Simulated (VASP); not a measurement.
Set up this calculation in VASP 6.6.1, as the native input.

| Quantity | Value |
| --- | --- |
| Task | single point |
| Functional | PBE |
| Potentials or basis | VASP PAW PBE potentials, release 64 (Lu, Ir, O) |
| Cutoff | 520 eV |
| k mesh | 4 × 4 × 4 |
| Occupations | gaussian, width 0.05 eV |
| Spin | no spin polarisation |
| Dipole correction | no |
| Further INCAR settings | LREAL = Auto; ALGO = Normal; EDIFF = 1e-06; NBANDS = 127 |

The structure of Lu2Ir2O7 lies in POSCAR:

```
Lu2Ir2O7
1.0
    0.0000000000      5.0734935610      5.0734935610
    5.0734935610      0.0000000000      5.0734935610
    5.0734935610      5.0734935610      0.0000000000
Lu Ir O
4 4 14
Direct
    0.1250000000      0.6250000000      0.6250000000
    0.6250000000      0.1250000000      0.6250000000
    0.6250000000      0.6250000000      0.1250000000
    0.6250000000      0.6250000000      0.6250000000
    0.6250000000      0.1250000000      0.1250000000
    0.1250000000      0.6250000000      0.1250000000
    0.1250000000      0.1250000000      0.6250000000
    0.1250000000      0.1250000000      0.1250000000
    0.2140982667      0.2140982667      0.7859017333
    0.7859017333      0.7859017333      0.2140982667
    0.2140982667      0.7859017333      0.2140982667
    0.7859017333      0.2140982667      0.7859017333
    0.7859017333      0.2140982667      0.2140982667
    0.2140982667      0.7859017333      0.7859017333
    0.0359017333      0.0359017333      0.4640982667
    0.4640982667      0.4640982667      0.0359017333
    0.0359017333      0.4640982667      0.0359017333
    0.4640982667      0.0359017333      0.4640982667
    0.4640982667      0.0359017333      0.0359017333
    0.0359017333      0.4640982667      0.4640982667
    0.7500000000      0.7500000000      0.7500000000
    0.5000000000      0.5000000000      0.5000000000
```

The input as run:

INCAR

```
PREC = Accurate
ENCUT = 520
EDIFF = 1E-6
ISMEAR = 0
SIGMA = 0.05
LREAL = Auto
LASPH = T
NELM = 60
ALGO = Normal
ISIF = 2
LWAVE = F
LCHARG = F
GGA = PE
NBANDS = 127
```

KPOINTS

```
Automatic mesh
0
Gamma
  4 4 4
```

Potentials or basis: VASP PAW PBE potentials, release 64 (Lu, Ir, O).

The run is started by

```console
$ cat potpaw_PBE.64/Lu/POTCAR potpaw_PBE.64/Ir/POTCAR potpaw_PBE.64/O/POTCAR > POTCAR
$ mpirun -np 1 vasp_std > vasp.out
```

It gave:

* Pressure: 1.6 GPa
* Largest force: 0.054 eV/Å
* Band gap on the k mesh: zero (bands 110 and 111 overlap by 0.15 eV)

Caveat: spin-orbit coupling is left out, which moves the levels of the heavy elements.

Run time: 16 min on 1 thread of AMD EPYC 7R13 Processor (Zen 3) (shared host), peak memory 0.48 GiB.
